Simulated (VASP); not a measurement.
# MgS in VASP: a series of runs, part 2 of 2

VASP 6.6.1.

## 4. Single point, PBEsol

This run uses another cell than the first one, of 22.14 Å³/atom, 0.974 times its volume.

The input, INCAR:

```
PREC = Accurate
ENCUT = 520
EDIFF = 1E-6
ISMEAR = 0
SIGMA = 0.02
LREAL = False
LASPH = True
NELM = 80
ALGO = Normal
ISIF = 2
LWAVE = False
LCHARG = False
GGA = PS
NBANDS = 11
```

The input, KPOINTS:

```
Automatic mesh
0
Gamma
  6 6 6
```

The input, POSCAR:

```
MgS
1.0
    0.0000000000      2.7953450667      2.8331200000
    2.7953450667      0.0000000000      2.8331200000
    2.7953450667      2.7953450667      0.0000000000
Mg S
1 1
Direct
    0.0000000000      0.0000000000      0.0000000000
    0.7500000000      0.7500000000      0.7500000000
```

Potentials or basis: VASP PAW PBE potentials, release 64 (Mg, S).

Launch:

```sh
> cat potpaw_PBE.64/Mg/POTCAR potpaw_PBE.64/S/POTCAR > POTCAR
> mpirun -np 1 vasp_std > vasp.out
```

OUTCAR:

```text
PREC = Accurate
   ENCUT = 520
   EDIFF = 1E-6
   ISMEAR = 0
   LREAL = False
   LASPH = True
   NELM = 80
   ISIF = 2
   GGA = PS

 ion  position               nearest neighbor table
   1  0.000  0.000  0.000-   2 2.43   2 2.43   2 2.43   2 2.43
   2  0.750  0.750  0.750-   1 2.43   1 2.43   1 2.43   1 2.43

  LATTYP: Found a body centered tetragonal cell.
 ALAT       =     3.9532149048
 C/A-ratio  =     1.4333245564

  Lattice vectors:

 A1 = (  -2.7953450667,   0.0000000000,   2.8331200000)
 A2 = (   2.7953450667,   0.0000000000,   2.8331200000)
 A3 = (   0.0000000000,   2.7953450667,  -2.8331200000)

Analysis of symmetry for initial positions (statically):
=====================================================================
 Subroutine PRICEL returns:
 Original cell was already a primitive cell.

 Routine SETGRP: Setting up the symmetry group for a
 body centered tetragonal supercell.

 Subroutine GETGRP returns: Found  8 space group operations
 (whereof  8 operations were pure point group operations)
 out of a pool of 16 trial point group operations.

The static configuration has the point symmetry D_2d.

Analysis of symmetry for dynamics (positions and initial velocities):
=====================================================================
 Subroutine PRICEL returns:
 Original cell was already a primitive cell.

 Routine SETGRP: Setting up the symmetry group for a
 body centered tetragonal supercell.

 Subroutine GETGRP returns: Found  8 space group operations
 (whereof  8 operations were pure point group operations)
 out of a pool of 16 trial point group operations.

The dynamic configuration has the point symmetry D_2d.

 Subroutine INISYM returns: Found  8 space group operations
 (whereof  8 operations are pure point group operations),
 and found     1 'primitive' translations

----------------------------------------------------------------------------------------

                                     Primitive cell

  volume of cell :      44.2757

  direct lattice vectors                    reciprocal lattice vectors
     0.000000000  2.795345067  2.833120000    -0.178868794  0.178868794  0.176483876
     2.795345067  0.000000000  2.833120000     0.178868794 -0.178868794  0.176483876
     2.795345067  2.795345067  0.000000000     0.178868794  0.178868794 -0.176483876

  length of vectors
     3.980015449  3.980015449  3.953214905     0.308439053  0.308439053  0.308439053

  position of ions in fractional coordinates (direct lattice)
     0.000000000  0.000000000  0.000000000
     0.750000000  0.750000000  0.750000000

  ion indices of the primitive-cell ions
   primitive index   ion index
                 1           1
                 2           2

----------------------------------------------------------------------------------------

 KPOINTS: Automatic mesh

Automatic generation of k-mesh.
 Grid dimensions read from file:
 generate k-points for:    6    6    6

 Generating k-lattice:

  Cartesian coordinates                     Fractional coordinates (reciprocal lattice)
    -0.029811466  0.029811466  0.029413979     0.166666667 -0.000000000  0.000000000
     0.029811466 -0.029811466  0.029413979    -0.000000000  0.166666667  0.000000000
     0.029811466  0.029811466 -0.029413979     0.000000000  0.000000000  0.166666667

  Length of vectors
     0.051406509  0.051406509  0.051406509

  Shift w.r.t. Gamma in fractional coordinates (k-lattice)
     0.000000000  0.000000000  0.000000000

 Subroutine IBZKPT returns following result:
 ===========================================

 Found     30 irreducible k-points:

 Following reciprocal coordinates:
            Coordinates               Weight
  0.000000  0.000000  0.000000      1.000000
  0.166667  0.000000  0.000000      8.000000
  0.333333  0.000000  0.000000      8.000000
  0.500000  0.000000  0.000000      4.000000
  0.166667  0.166667  0.000000      2.000000
  0.333333  0.166667  0.000000      8.000000
[... 16 lines left out ...]
  0.333333  0.000000  0.333333      4.000000
  0.500000  0.000000  0.333333     16.000000
 [... further k-points ...]
   k-points           NKPTS =     30   k-points in BZ     NKDIM =     30   number of bands    NBANDS=     11
   number of dos      NEDOS =    301   number of ions     NIONS =      2
   total plane-waves  NPLWV =  27000
   dimension x,y,z NGX =    30 NGY =   30 NGZ =   30
   dimension x,y,z NGXF=    60 NGYF=   60 NGZF=   60
   ions per type =               1   1
   NGX,Y,Z   is equivalent  to a cutoff of  12.53, 12.53, 12.62 a.u.
   NGXF,Y,Z  is equivalent  to a cutoff of  25.06, 25.06, 25.23 a.u.
 SYSTEM =  unknown system
   PREC   = accura    normal or accurate (medium, high low for compatibility)
   ISTART =      0    job   : 0-new  1-cont  2-samecut
   ICHARG =      2    charge: 1-file 2-atom 10-const
   ISPIN  =      1    spin polarized calculation?
   LNONCOLLINEAR =      F non collinear calculations
   LSORBIT =      F    spin-orbit coupling
   LASPH  =      T    aspherical Exc in radial PAW
   ENCUT  =  520.0 eV  38.22 Ry    6.18 a.u.   7.40  7.40  7.35*2*pi/ulx,y,z
   NELM   =     80;   NELMIN=  2; NELMDL= -5     # of ELM steps
   EDIFF  = 0.1E-05   stopping-criterion for ELM
   LREAL  =      F    real-space projection
   EDIFFG = 0.1E-04   stopping-criterion for IOM
   NSW    =      0    number of steps for IOM
   IBRION =     -1    ionic relax: 0-MD 1-quasi-New 2-CG
   NFREE  =      0    steps in history (QN), initial steepest desc. (CG)
   ISIF   =      2    stress and relaxation
   ISYM   =      2    0-nonsym 1-usesym 2-fastsym
   POTIM  = 0.5000    time-step for ionic-motion
   TEBEG  =    0.0;   TEEND  =   0.0 temperature during run
   PSTRESS=    0.0 pullay stress
   NELECT =       8.0000    total number of electrons
   NUPDOWN=      -1.0000    fix difference up-down
   EMIN   =  10.00;   EMAX   =-10.00  energy-range for DOS
   EFERMI =   0.00;   METHOD = LEGACY
   ISMEAR =     0;   SIGMA  =   0.02  broadening in eV -4-tet -1-fermi 0-gaus
   EFERMI_NEDOS =   21; number of points for ismear=-14 and -15
   IALGO  =     38    algorithm
   IMIX   =      4    mixing-type and parameters
     AMIX     =   0.40;   BMIX     =  1.00
     AMIX_MAG =   1.60;   BMIX_MAG =  1.00
  volume/ion in A,a.u.               =      22.14       149.39
  Fermi-wavevector in a.u.,A,eV,Ry     =   0.925514  1.748967 11.654421  0.856576
  Thomas-Fermi vector in A             =   2.051376
   LORBIT       =      0    0 simple, 1 ext, 2 COOP (PROOUT), +10 PAW based schemes
   GGA     = PS    functional components
   LHFCALC =     F    Hartree Fock is set to
   AEXX    =    0.0000 exact exchange contribution
   IVDW    =     0    specifies the selected vdW correction
   LEPSILON=     F    determine dielectric tensor
   LRPA    =     F    only Hartree local field effects (RPA)
 non-spin polarized calculation
 Gauss-broadening in eV      SIGMA  =   0.02
  energy-cutoff  :      520.00
  volume of cell :       44.28
 maximum number of plane-waves:      1243
 NGX is ok and might be reduce to    30
   NGX = 15   NGY = 15   NGZ = 15

 number of electron       8.0000001 magnetization

 Free energy of the ion-electron system (eV)
  ---------------------------------------------------
  ext. energy  EPLUGINS =         0.00000000
  ---------------------------------------------------
  free energy    TOTEN  =        -8.91392567 eV

  energy without entropy =       -8.91392567  energy(sigma->0) =       -8.91392567

 E-fermi :   1.3331     XC(G=0):  -8.6717

 val. band max:        1.1694008029   @ k =   0.0000   0.0000   0.0000
 cond. band min:       4.5724802886   @ k =   0.0000   0.0000   0.0000
 fundamental gap:      3.4030794857
 Fermi energy:         1.3330607497

 k-point     1 :       0.0000    0.0000    0.0000
  band No.  band energies     occupation
      1     -10.1951      2.00000
      2       1.1331      2.00000
      3       1.1694      2.00000
      4       1.1694      2.00000
      5       4.5725      0.00000
      6       9.0829      0.00000
      7       9.0972      0.00000
      8       9.0972      0.00000
      9      11.8731      0.00000
     10      12.1075      0.00000
     11      14.8285      0.00000
[... 309 lines left out ...]
 k-point    24 :       0.5000    0.0000    0.3333
  band No.  band energies     occupation
      1      -9.2862      2.00000
      2      -1.5423      2.00000
      3      -0.2946      2.00000
      4       0.2194      2.00000
      5       5.5747      0.00000
      6       7.4796      0.00000
      7      10.7091      0.00000
      8      11.5664      0.00000
      9      12.9858      0.00000
     10      14.7982      0.00000
     11      15.8303      0.00000

 [... further k-points ...]
[... 5 lines left out ...]
  --------------------------------------------------------------------------------------
  -------------------------------------------------------------------------------------
  Total        0.3179375      0.3179375      0.2470107      0.0000000      0.0000000      0.0000000
  in kB       11.5049977     11.5049977      8.9384150      0.0000000      0.0000000      0.0000000
  external PRESSURE =      10.6494701 kB  Pullay stress =       0.0000000 kB

 VOLUME and BASIS-vectors are now :
 -----------------------------------------------------------------------------
  energy-cutoff  :      520.00
  volume of cell :       44.28
      direct lattice vectors                 reciprocal lattice vectors
     0.000000000  2.795345067  2.833120000    -0.178868794  0.178868794  0.176483876
     2.795345067  0.000000000  2.833120000     0.178868794 -0.178868794  0.176483876
     2.795345067  2.795345067  0.000000000     0.178868794  0.178868794 -0.176483876

 POSITION                                       TOTAL-FORCE (eV/Angst)
 -----------------------------------------------------------------------------------
      0.00000      0.00000      0.00000         0.000000      0.000000     -0.000000
      4.19302      4.19302      4.24968        -0.000000     -0.000000      0.000000
 -----------------------------------------------------------------------------------
    total drift:                               -0.000000     -0.000000     -0.000000

  FREE ENERGIE OF THE ION-ELECTRON SYSTEM (eV)
  ---------------------------------------------------
  free  energy   TOTEN  =        -8.9139256739 eV

  energy  without entropy=       -8.9139256739  energy(sigma->0) =       -8.91392567
```

OSZICAR:

```text
N       E                     dE             d eps       ncg     rms          rms(c)
DAV:   1     0.236867200006E+02    0.23687E+02   -0.34213E+03   668   0.570E+02
DAV:   2    -0.762395820204E+01   -0.31311E+02   -0.30147E+02   805   0.101E+02
DAV:   3    -0.938197934247E+01   -0.17580E+01   -0.17556E+01   803   0.257E+01
DAV:   4    -0.939571723722E+01   -0.13738E-01   -0.13736E-01   803   0.273E+00
DAV:   5    -0.939589411212E+01   -0.17687E-03   -0.17687E-03   791   0.307E-01    0.379E+00
DAV:   6    -0.895300412371E+01    0.44289E+00   -0.10753E+00   714   0.383E+00    0.278E+00
DAV:   7    -0.891271206535E+01    0.40292E-01   -0.23436E-01   786   0.193E+00    0.209E+00
DAV:   8    -0.891451374422E+01   -0.18017E-02   -0.14277E-02   753   0.720E-01    0.105E+00
DAV:   9    -0.891384087055E+01    0.67287E-03   -0.17462E-03   790   0.209E-01    0.349E-01
DAV:  10    -0.891391475055E+01   -0.73880E-04   -0.21537E-04   777   0.717E-02    0.324E-02
DAV:  11    -0.891392616042E+01   -0.11410E-04   -0.10953E-05   774   0.175E-02    0.475E-02
DAV:  12    -0.891392567389E+01    0.48654E-06   -0.10749E-06   780   0.466E-03
   1 F= -.89139257E+01 E0= -.89139257E+01  d E =-.867011E-33
```

stdout:

```text
POSCAR found type information on POSCAR MgS
 POSCAR found :  2 types and       2 ions
 scaLAPACK will be used
 -----------------------------------------------------------------------------
|                                                                             |
|                                                                             |
|     You enforced a specific xc type in the INCAR file but a different       |
|     I HOPE YOU KNOW WHAT YOU ARE DOING!                                     |
|                                                                             |
 -----------------------------------------------------------------------------

 LDA part: xc-table for (Slater+PW92), standard interpolation
 POSCAR, INCAR and KPOINTS ok, starting setup
 FFT: planning ... GRIDC
 FFT: planning ... GRID_SOFT
 FFT: planning ... GRID
 WAVECAR not read
 entering main loop
```

Wall time 14 s (1 thread of Intel Xeon Platinum 8259CL at 2.50GHz (Skylake/Cascade Lake), shared host); peak memory 0.17 GiB.

What came out:

```yaml
Free_energy: -8.9139 eV
Pressure: 1.1 GPa
Band_gap_on_the_k_mesh: 3.40 eV, direct
```

Stress tensor (GPa, compression positive):
```
1.15 0.00 0.00
0.00 1.15 0.00
0.00 0.00 0.89
```

Caveat: the PAW data sets were made with another functional, which shifts forces and pressure a little.

## 5. Single point, PBEsol

This run uses another cell than the first one, of 22.44 Å³/atom, 0.987 times its volume.

The input, INCAR:

```
SYSTEM = MgS
  ALGO = Normal
  EDIFF = 1E-6
  ENCUT = 520
  GGA = PS
  ISIF = 2
  ISMEAR = 0
  LASPH = .True.
  LCHARG = .True.
  LELF = .True.
  LREAL = .False.
  LVHAR = .True.
  LWAVE = .False.
  NBANDS = 11
  NELM = 100
  PREC = Accurate
  SIGMA = 0.02
```

The input, KPOINTS:

```
k-points
0
Gamma
  6 6 6
  0 0 0
```

The input, POSCAR:

```
MgS
1.0
    0.0000000000      2.8142325333      2.8331200000
    2.8142325333      0.0000000000      2.8331200000
    2.8142325333      2.8142325333      0.0000000000
Mg S
1 1
Direct
    0.0000000000      0.0000000000      0.0000000000
    0.7500000000      0.7500000000      0.7500000000
```

Launch:

```sh
> cat potpaw_PBE.64/Mg/POTCAR potpaw_PBE.64/S/POTCAR > POTCAR
> mpirun -np 1 vasp_std > vasp.out
```

Run time: 14 s. Hardware: 1 thread of Intel Xeon Platinum 8259CL at 2.50GHz (Skylake/Cascade Lake), shared host; peak memory 0.17 GiB.

The run converged. Its results:

| Quantity | Value |
| --- | --- |
| Free energy | -8.9167 eV |
| Pressure | 0.2 GPa |
| Band gap on the k mesh | 3.34 eV, direct |

Stress tensor (GPa, compression positive):
```
0.29 0.00 0.00
0.00 0.29 0.00
0.00 0.00 0.16
```

Levels at points of the mesh, in eV from the valence-band top:
```csv
k point,band 1,band 2,band 3,band 4,band 5,band 6,band 7,band 8
"(0.00, 0.00, 0.00)",-11.31,-0.02,0.00,0.00,3.34,7.89,7.90,7.90
"(0.50, 0.00, 0.00)",-10.60,-3.23,-0.36,-0.32,5.03,7.52,7.58,8.47
"(0.50, 0.50, 0.00)",-10.38,-2.91,-1.05,-1.05,3.70,5.59,11.08,12.26
"(0.50, 0.00, 0.50)",-10.37,-2.88,-1.08,-1.08,3.69,5.54,11.15,12.17
```

Caveat: the PAW data sets were made with another functional, which shifts forces and pressure a little. As with any semilocal functional, this PBEsol gap is likely too small.

## 6. Single point, PBEsol

This run uses another cell than the first one, of 23.04 Å³/atom, 1.013 times its volume.

The input, INCAR:

```
SYSTEM = MgS
PREC = Accurate
ENCUT = 520
EDIFF = 1E-6
ISMEAR = 0
SIGMA = 0.02
LREAL = .False.
LASPH = .True.
NELM = 60
ALGO = Normal
ISIF = 2
LWAVE = .False.
LCHARG = .False.
GGA = PS
NBANDS = 11
```

The input, KPOINTS:

```
Automatic mesh
0
Gamma
  6 6 6
  0 0 0
```

The input, POSCAR:

```
MgS
1.0
    0.0000000000      2.8520074667      2.8331200000
    2.8520074667      0.0000000000      2.8331200000
    2.8520074667      2.8520074667      0.0000000000
Mg S
1 1
Direct
    0.0000000000      0.0000000000      0.0000000000
    0.7500000000      0.7500000000      0.7500000000
```

Potentials or basis: VASP PAW PBE potentials, release 64 (Mg, S).

Launch:

```sh
> cat potpaw_PBE.64/Mg/POTCAR potpaw_PBE.64/S/POTCAR > POTCAR
> mpirun -np 1 vasp_std > vasp.out
```

OUTCAR:

```text
SYSTEM = MgS
   PREC = Accurate
   ENCUT = 520
   EDIFF = 1E-6
   ISMEAR = 0
   LREAL = .False.
   LASPH = .True.
   NELM = 60
   ISIF = 2
   GGA = PS

 ion  position               nearest neighbor table
   1  0.000  0.000  0.000-   2 2.46   2 2.46   2 2.46   2 2.46
   2  0.750  0.750  0.750-   1 2.46   1 2.46   1 2.46   1 2.46

  LATTYP: Found a body centered tetragonal cell.
 ALAT       =     4.0333476394
 C/A-ratio  =     1.4048479096

  Lattice vectors:

 A1 = (   0.0000000000,  -2.8520074667,  -2.8331200000)
[... 515 lines left out ...]
      7      10.1528      0.00000
      8      11.1702      0.00000
      9      12.4108      0.00000
     10      14.3491      0.00000
     11      15.2479      0.00000

 [... further k-points ...]
[... 5 lines left out ...]
  --------------------------------------------------------------------------------------
  -------------------------------------------------------------------------------------
  Total       -0.3746378     -0.3746378     -0.3356021      0.0000000     -0.0000000      0.0000000
  in kB      -13.0234471    -13.0234471    -11.6664550      0.0000000     -0.0000000      0.0000000
  external PRESSURE =     -12.5711164 kB  Pullay stress =       0.0000000 kB

 VOLUME and BASIS-vectors are now :
 -----------------------------------------------------------------------------
  energy-cutoff  :      520.00
  volume of cell :       46.09
      direct lattice vectors                 reciprocal lattice vectors
     0.000000000  2.852007467  2.833120000    -0.175315109  0.175315109  0.176483876
     2.852007467  0.000000000  2.833120000     0.175315109 -0.175315109  0.176483876
     2.852007467  2.852007467  0.000000000     0.175315109  0.175315109 -0.176483876

 POSITION                                       TOTAL-FORCE (eV/Angst)
 -----------------------------------------------------------------------------------
      0.00000      0.00000      0.00000        -0.000000     -0.000000     -0.000000
      4.27801      4.27801      4.24968         0.000000      0.000000      0.000000
 -----------------------------------------------------------------------------------
    total drift:                               -0.000000     -0.000000     -0.000000

  FREE ENERGIE OF THE ION-ELECTRON SYSTEM (eV)
  ---------------------------------------------------
  free  energy   TOTEN  =        -8.9130323793 eV

  energy  without entropy=       -8.9130323793  energy(sigma->0) =       -8.91303238
```

stdout:

```text
POSCAR found type information on POSCAR MgS
 POSCAR found :  2 types and       2 ions
 scaLAPACK will be used
 -----------------------------------------------------------------------------
|                                                                             |
|                                                                             |
|     You enforced a specific xc type in the INCAR file but a different       |
|     I HOPE YOU KNOW WHAT YOU ARE DOING!                                     |
|                                                                             |
 -----------------------------------------------------------------------------

 LDA part: xc-table for (Slater+PW92), standard interpolation
 POSCAR, INCAR and KPOINTS ok, starting setup
 FFT: planning ... GRIDC
 FFT: planning ... GRID_SOFT
 FFT: planning ... GRID
 WAVECAR not read
 entering main loop
```

Run time: 14 s. Hardware: 1 thread of Intel Xeon Platinum 8259CL at 2.50GHz (Skylake/Cascade Lake), shared host; peak memory 0.17 GiB.

What came out:

```
Free energy            : -8.9130 eV
Pressure               : -1.3 GPa
Band gap on the k mesh : 3.21 eV, direct
```

Stress tensor (GPa, compression positive):
```
-1.30  0.00  0.00
 0.00 -1.30  0.00
 0.00  0.00 -1.17
```

Caveat: the PAW data sets were made with another functional, which shifts forces and pressure a little.

## 7. The runs side by side

```csv
cell,gap on the mesh (eV),pressure (GPa)
"a = 4.007 Å, angles 60.0°, 2 atoms",3.28,-0.5
"a = 3.967, b = 3.967, c = 3.927 Å, angles 60.3, 60.3, 59.3°, 2 atoms",3.46,1.9
"a = 3.980, b = 3.980, c = 3.953 Å, angles 60.2, 60.2, 59.6°, 2 atoms",3.40,1.1
"a = 3.993, b = 3.993, c = 3.980 Å, angles 60.1, 60.1, 59.8°, 2 atoms",3.34,0.2
"a = 4.020, b = 4.020, c = 4.033 Å, angles 59.9, 59.9, 60.2°, 2 atoms",3.21,-1.3
```

Alike in all rows: task single point; level PBEsol; potentials or basis VASP PAW PBE potentials, release 64 (Mg, S); no spin polarisation; k mesh 6 × 6 × 6; cutoff (eV) 520; smearing gaussian 0.02 eV.

Caveats: the PAW data sets were made with another functional, which shifts forces and pressure a little.

Total energies depend on the potentials used, so only differences within one code and one set of settings carry meaning.
